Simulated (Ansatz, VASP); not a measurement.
## NaMo: VASP beside Ansatz

```
Na Mo
1.0
     2.59889    0.00000    0.00000
     0.00000    2.59889    0.00000
     0.00000    0.00000    5.58612
Na Mo
1 1
Cartesian
  1.2994 1.2994 2.7931
  0.0000 0.0000 0.0000
```

Alike in both runs: functional PBE; k mesh 18 × 18 × 14; occupations gaussian, width 0.1 eV; no spin polarisation.

Ansatz relaxed the structure, and its values are those at the end. VASP's run is a single point on that final structure, the one shown.

```csv
,VASP,Ansatz
version,VASP 6.6.1,Ansatz 0.2.0
potentials or method,"VASP PAW PBE potentials, release 64 (Na_pv, Mo_sv), cutoff 520 eV","scalar-relativistic, plane waves, PAW"
valence electrons in the cell,21,23
```

VASP gave:

| Item | Value |
| --- | --- |
| gap on the k mesh at the Fermi level (eV) | none |
| pressure (GPa) | 0.2 |

Q: Estimate Ansatz's values.

A: gap on the k mesh at the Fermi level (eV): none; pressure (GPa): 0.0.

A gap of «none» marks a metal or a gap that the smearing closes. VASP's potentials hold 21 valence electrons a cell and Ansatz's 23, so a difference there can come from the potentials and not from the codes.
